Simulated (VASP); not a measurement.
# RbZnI3 (Pm-3m) in VASP: a series of runs

The runs below take RbZnI3 through single point, with PBE.

All numbers are computed with VASP 6.6.1; they aren't measurements. Logs are shortened: lines on timing, memory, paths and dates and some standing lists are left out, and cuts for length are marked.

## 1. The cell of the first run

Symmetry: Pm-3m, No. 221, cubic system. The conventional cell has a = 5.661 Å, b = 5.661 Å, c = 5.661 Å, α = 90.00°, β = 90.00°, γ = 90.00°. Rb (site symmetry m-3m) has 12 I at 4.00 Å and 8 Zn at 4.90 Å within 5.3 Å. Within 3.7 Å of Zn (site symmetry m-3m) lie 6 I at 2.83 Å. Within 3.7 Å of I (site symmetry 4/mmm) lie 2 Zn at 2.83 Å.

## 2. Single point, PBE (volume changed by -6%)

Input file INCAR:

```
  PREC = Accurate
  ENCUT = 520
  EDIFF = 1E-6
  ISMEAR = -1
  SIGMA = 0.02
  LREAL = False
  LASPH = True
  NELM = 80
  ALGO = Normal
  ISIF = 2
  LWAVE = False
  LCHARG = False
  GGA = PE
  NBANDS = 29
```

Input file KPOINTS:

```
regular mesh
0
Gamma
  4 4 4
```

Input file POSCAR:

```
RbZnI3
1.0
    5.6612217372      0.0000000000      0.0000000000
    0.0000000000      5.6612217372      0.0000000000
    0.0000000000      0.0000000000      5.6612217372
Rb Zn I
1 1 3
Direct
    0.0000000000      0.0000000000      0.0000000000
    0.5000000000      0.5000000000      0.5000000000
    0.5000000000      0.5000000000      0.0000000000
    0.5000000000      0.0000000000      0.5000000000
    0.0000000000      0.5000000000      0.5000000000
```

Potentials or basis: VASP PAW PBE potentials, release 64 (Rb_sv, Zn, I).

Launch:

```
cat potpaw_PBE.64/Rb_sv/POTCAR potpaw_PBE.64/Zn/POTCAR potpaw_PBE.64/I/POTCAR > POTCAR
mpirun -np 1 vasp_std > vasp.out
```

OUTCAR:

```text
PREC = Accurate
   ENCUT = 520
   EDIFF = 1E-6
   ISMEAR = -1
   LREAL = False
   LASPH = True
   NELM = 80
   ISIF = 2
   GGA = PE

 ion  position               nearest neighbor table
   1  0.000  0.000  0.000-   3 4.00   4 4.00   5 4.00   4 4.00   5 4.00   3 4.00   5 4.00   5 4.00
                             3 4.00   4 4.00   4 4.00   3 4.00
   2  0.500  0.500  0.500-   3 2.83   4 2.83   5 2.83   3 2.83   4 2.83   5 2.83
   3  0.500  0.500  0.000-   2 2.83   2 2.83   1 4.00   1 4.00   1 4.00   1 4.00
   4  0.500  0.000  0.500-   2 2.83   2 2.83   1 4.00   1 4.00   1 4.00   1 4.00
   5  0.000  0.500  0.500-   2 2.83   2 2.83   1 4.00   1 4.00   1 4.00   1 4.00

  LATTYP: Found a simple cubic cell.
 ALAT       =     5.6612217372

  Lattice vectors:

 A1 = (   5.6612217372,   0.0000000000,   0.0000000000)
 A2 = (   0.0000000000,   5.6612217372,   0.0000000000)
 A3 = (   0.0000000000,   0.0000000000,   5.6612217372)

Analysis of symmetry for initial positions (statically):
=====================================================================
 Subroutine PRICEL returns:
 Original cell was already a primitive cell.

 Routine SETGRP: Setting up the symmetry group for a
 simple cubic supercell.

 Subroutine GETGRP returns: Found 48 space group operations
 (whereof 48 operations were pure point group operations)
 out of a pool of 48 trial point group operations.

The static configuration has the point symmetry O_h .

Analysis of symmetry for dynamics (positions and initial velocities):
=====================================================================
 Subroutine PRICEL returns:
 Original cell was already a primitive cell.

 Routine SETGRP: Setting up the symmetry group for a
 simple cubic supercell.

 Subroutine GETGRP returns: Found 48 space group operations
 (whereof 48 operations were pure point group operations)
 out of a pool of 48 trial point group operations.

The dynamic configuration has the point symmetry O_h .

 Subroutine INISYM returns: Found 48 space group operations
 (whereof 48 operations are pure point group operations),
 and found     1 'primitive' translations

----------------------------------------------------------------------------------------

                                     Primitive cell

  volume of cell :     181.4389

[... 77 lines left out ...]
   ENCUT  =  520.0 eV  38.22 Ry    6.18 a.u.  10.53 10.53 10.53*2*pi/ulx,y,z
   NELM   =     80;   NELMIN=  2; NELMDL= -5     # of ELM steps
   EDIFF  = 0.1E-05   stopping-criterion for ELM
   LREAL  =      F    real-space projection
   EDIFFG = 0.1E-04   stopping-criterion for IOM
   NSW    =      0    number of steps for IOM
   IBRION =     -1    ionic relax: 0-MD 1-quasi-New 2-CG
   NFREE  =      0    steps in history (QN), initial steepest desc. (CG)
   ISIF   =      2    stress and relaxation
   ISYM   =      2    0-nonsym 1-usesym 2-fastsym
   POTIM  = 0.5000    time-step for ionic-motion
   TEBEG  =    0.0;   TEEND  =   0.0 temperature during run
   PSTRESS=    0.0 pullay stress
   NELECT =      42.0000    total number of electrons
   NUPDOWN=      -1.0000    fix difference up-down
   EMIN   =  10.00;   EMAX   =-10.00  energy-range for DOS
   EFERMI =   0.00;   METHOD = LEGACY
   ISMEAR =    -1;   SIGMA  =   0.02  broadening in eV -4-tet -1-fermi 0-gaus
   EFERMI_NEDOS =   21; number of points for ismear=-14 and -15
   IALGO  =     38    algorithm
   IMIX   =      4    mixing-type and parameters
     AMIX     =   0.40;   BMIX     =  1.00
     AMIX_MAG =   1.60;   BMIX_MAG =  1.00
  volume/ion in A,a.u.               =      36.29       244.88
  Fermi-wavevector in a.u.,A,eV,Ry     =   1.005189  1.899532 13.747396  1.010405
  Thomas-Fermi vector in A             =   2.137853
   LORBIT       =      0    0 simple, 1 ext, 2 COOP (PROOUT), +10 PAW based schemes
   GGA     = PE    functional components
   LHFCALC =     F    Hartree Fock is set to
   AEXX    =    0.0000 exact exchange contribution
   IVDW    =     0    specifies the selected vdW correction
   LEPSILON=     F    determine dielectric tensor
   LRPA    =     F    only Hartree local field effects (RPA)
 non-spin polarized calculation
  energy-cutoff  :      520.00
  volume of cell :      181.44
 maximum number of plane-waves:      4945
   NGX = 21   NGY = 21   NGZ = 21

 number of electron      42.0000028 magnetization

 Free energy of the ion-electron system (eV)
  ---------------------------------------------------
  ext. energy  EPLUGINS =         0.00000000
  ---------------------------------------------------
  free energy    TOTEN  =       -10.64137412 eV

  energy without entropy =      -10.63930418  energy(sigma->0) =      -10.64033915

 E-fermi :   2.0640     XC(G=0):  -8.2580

 val. band max:        2.0292319133   @ k =   0.5000   0.5000   0.5000
 cond. band min:       2.7236459066   @ k =   0.2500   0.0000   0.0000
 fundamental gap:      0.6944139933
 Fermi energy:         2.0640270601

 k-point     1 :       0.0000    0.0000    0.0000
  band No.  band energies     occupation
      1     -24.0095      2.00000
      2     -10.3312      2.00000
      3      -9.3235      2.00000
      4      -9.3235      2.00000
      5      -8.1039      2.00000
      6      -8.1039      2.00000
[... 309 lines left out ...]
     28       8.4202      0.00000
     29       8.4202      0.00000

------------------------ aborting loop because EDIFF is reached ----------------------------------------

  FORCE on cell =-STRESS in cart. coord.  units (eV):
  Direction    XX          YY          ZZ          XY          YZ          ZX
  --------------------------------------------------------------------------------------
  -------------------------------------------------------------------------------------
  Total        1.7520598      1.7520598      1.7520598     -0.0000000     -0.0000000     -0.0000000
  in kB       15.4713785     15.4713785     15.4713785     -0.0000000     -0.0000000     -0.0000000
  external PRESSURE =      15.4713785 kB  Pullay stress =       0.0000000 kB

 VOLUME and BASIS-vectors are now :
 -----------------------------------------------------------------------------
  energy-cutoff  :      520.00
  volume of cell :      181.44
      direct lattice vectors                 reciprocal lattice vectors
     5.661221737  0.000000000  0.000000000     0.176640317  0.000000000  0.000000000
     0.000000000  5.661221737  0.000000000     0.000000000  0.176640317  0.000000000
     0.000000000  0.000000000  5.661221737     0.000000000  0.000000000  0.176640317

 POSITION                                       TOTAL-FORCE (eV/Angst)
 -----------------------------------------------------------------------------------
      0.00000      0.00000      0.00000         0.000000      0.000000      0.000000
      2.83061      2.83061      2.83061         0.000000      0.000000      0.000000
      2.83061      2.83061      0.00000         0.000000      0.000000      0.000000
      2.83061      0.00000      2.83061         0.000000      0.000000      0.000000
      0.00000      2.83061      2.83061         0.000000      0.000000      0.000000
 -----------------------------------------------------------------------------------
    total drift:                                0.000000     -0.000000     -0.000000

  FREE ENERGIE OF THE ION-ELECTRON SYSTEM (eV)
  ---------------------------------------------------
  free  energy   TOTEN  =       -10.6413741221 eV

  energy  without entropy=      -10.6393041784  energy(sigma->0) =      -10.64033915
```

OSZICAR:

```text
N       E                     dE             d eps       ncg     rms          rms(c)
DAV:   1     0.281507928484E+03    0.28151E+03   -0.17525E+04   580   0.132E+03
DAV:   2     0.154272600819E+02   -0.26608E+03   -0.25693E+03   698   0.272E+02
DAV:   3    -0.103741281459E+02   -0.25801E+02   -0.25702E+02   676   0.887E+01
DAV:   4    -0.112102911210E+02   -0.83616E+00   -0.83503E+00   942   0.159E+01
DAV:   5    -0.112195814622E+02   -0.92903E-02   -0.92882E-02   796   0.142E+00    0.586E+00
DAV:   6    -0.106913687813E+02    0.52821E+00   -0.11278E+00   682   0.204E+01    0.463E+00
DAV:   7    -0.106379796535E+02    0.53389E-01   -0.59051E-01   668   0.387E+00    0.177E+00
DAV:   8    -0.106408389961E+02   -0.28593E-02   -0.24147E-02   706   0.936E-01    0.589E-01
DAV:   9    -0.106412832304E+02   -0.44423E-03   -0.27908E-03   661   0.502E-01    0.681E-02
DAV:  10    -0.106413110298E+02   -0.27799E-04   -0.41831E-04   729   0.212E-01    0.341E-02
DAV:  11    -0.106413726728E+02   -0.61643E-04   -0.19404E-04   666   0.749E-02    0.176E-02
DAV:  12    -0.106413756414E+02   -0.29686E-05   -0.18279E-05   783   0.384E-02    0.105E-02
DAV:  13    -0.106413745005E+02    0.11409E-05   -0.19203E-06   575   0.151E-02    0.216E-03
DAV:  14    -0.106413741221E+02    0.37847E-06   -0.56327E-07   440   0.676E-03
   1 F= -.10641374E+02 E0= -.10640339E+02  d E =-.206994E-02
```

Run time: 67 s. Hardware: 1 thread of Intel Xeon Platinum 8259CL at 2.50GHz (Skylake/Cascade Lake), shared host; peak memory 0.28 GiB.

Results:

* Free energy: -10.6414 eV
* Pressure: 1.5 GPa
* Band gap on the k mesh: zero (band 21 reaches 2.03 eV, above the bottom of band 22 at 1.51 eV)

Caveat: the cell differs from its parent crystal (volume changed by -6%); spin-orbit coupling is left out, which moves the levels of the heavy elements.

## 3. Single point, PBE

This run uses another cell than the first one, of 37.46 Å³/atom, 1.032 times its volume.

Input file INCAR:

```
PREC = Accurate ; ENCUT = 520
EDIFF = 1E-6 ; ISMEAR = -1
SIGMA = 0.02 ; LREAL = False
LASPH = True ; NELM = 100
ALGO = Normal ; ISIF = 2
LWAVE = False ; LCHARG = False
GGA = PE ; NBANDS = 29
```

KPOINTS is that of step 2.

POSCAR, as its differences from that of step 2:

```diff
@@ -2,5 +2,5 @@
 1.0
-    5.6612217372      0.0000000000      0.0000000000
-    0.0000000000      5.6612217372      0.0000000000
-    0.0000000000      0.0000000000      5.6612217372
+    5.7217664195      0.0000000000      0.0000000000
+    0.0000000000      5.7217664195      0.0000000000
+    0.0000000000      0.0000000000      5.7217664195
 Rb Zn I
```

Potentials or basis: VASP PAW PBE potentials, release 64 (Rb_sv, Zn, I).

Launch:

```
cat potpaw_PBE.64/Rb_sv/POTCAR potpaw_PBE.64/Zn/POTCAR potpaw_PBE.64/I/POTCAR > POTCAR
mpirun -np 1 vasp_std > vasp.out
```

Run time: 88 s. Hardware: 1 thread of Intel Xeon Platinum 8259CL at 2.50GHz (Skylake/Cascade Lake), shared host; peak memory 0.34 GiB.

Results (log left out):

```
Free energy            : -10.6828 eV
Pressure               : 0.7 GPa
Band gap on the k mesh : zero (band 21 reaches 1.76 eV, above the bottom of band 22 at 1.26 eV)
```

Levels at points of the mesh, in eV from the Fermi level:
```csv
k point,band 19,band 20,band 21,band 22,band 23,band 24
"(0.00, 0.00, 0.00)",-0.95,-0.54,-0.54,-0.54,3.63,4.78
"(0.50, 0.00, 0.00)",-1.24,-0.75,-0.75,2.18,4.60,5.40
"(0.50, 0.50, 0.00)",-1.38,-0.42,-0.06,3.55,4.56,4.56
"(0.50, 0.50, 0.50)",-0.04,-0.04,-0.04,3.93,3.93,3.93
```

Caveat: spin-orbit coupling is left out, which moves the levels of the heavy elements.

## 4. Single point, PBE (volume changed by -3%)

Input file INCAR:

```
PREC = Accurate
ENCUT = 520
EDIFF = 1E-6
ISMEAR = -1
SIGMA = 0.02
LREAL = False
LASPH = True
NELM = 80
ALGO = Normal
ISIF = 2
LWAVE = False
LCHARG = False
GGA = PE
NBANDS = 29
```

Input file KPOINTS:

```
Automatic mesh
0
Gamma
  4 4 4
```

POSCAR, as its differences from that of step 3:

```diff
@@ -2,5 +2,5 @@
 1.0
-    5.7217664195      0.0000000000      0.0000000000
-    0.0000000000      5.7217664195      0.0000000000
-    0.0000000000      0.0000000000      5.7217664195
+    5.7208179245      0.0000000000      0.0000000000
+    0.0000000000      5.7208179245      0.0000000000
+    0.0000000000      0.0000000000      5.7208179245
 Rb Zn I
```

Launch:

```
cat potpaw_PBE.64/Rb_sv/POTCAR potpaw_PBE.64/Zn/POTCAR potpaw_PBE.64/I/POTCAR > POTCAR
mpirun -np 1 vasp_std > vasp.out
```

It took 61 s on 1 thread of Intel Xeon Platinum 8259CL at 2.50GHz (Skylake/Cascade Lake), shared host; peak memory 0.34 GiB.

It converged, with:

| Property | Result |
| --- | --- |
| Free energy | -10.6823 eV |
| Pressure | 0.7 GPa |
| Band gap on the k mesh | zero (band 21 reaches 1.76 eV, above the bottom of band 22 at 1.26 eV) |

Levels at points of the mesh, in eV from the Fermi level:
```tsv
k point	band 17	band 18	band 19	band 20	band 21	band 22	band 23	band 24	band 25	band 26
(0.00, 0.00, 0.00)	-0.95	-0.95	-0.95	-0.54	-0.54	-0.54	3.63	4.78	4.78	5.27
(0.50, 0.00, 0.00)	-1.32	-1.32	-1.24	-0.75	-0.75	2.18	4.60	5.40	6.22	6.27
(0.50, 0.50, 0.00)	-1.46	-1.38	-1.38	-0.42	-0.06	3.55	4.56	4.56	5.73	6.52
(0.50, 0.50, 0.50)	-0.40	-0.40	-0.04	-0.04	-0.04	3.93	3.93	3.93	4.02	5.03
```

Caveat: the cell differs from its parent crystal (volume changed by -3%); spin-orbit coupling is left out, which moves the levels of the heavy elements.

## 5. Overview

```tsv
cell	gap on the mesh (eV)	pressure (GPa)
a = 5.661 Å, 5 atoms	none	1.5
a = 5.722 Å, 5 atoms	none	0.7
a = 5.721 Å, 5 atoms	none	0.7
```

Alike in all rows: task single point; level PBE; potentials or basis VASP PAW PBE potentials, release 64 (Rb_sv, Zn, I); no spin polarisation; k mesh 4 × 4 × 4; cutoff (eV) 520; smearing fermi-dirac 0.02 eV.

Caveats: spin-orbit coupling is left out, which moves the levels of the heavy elements.

Absolute energies hang on the potentials; compare differences alone.
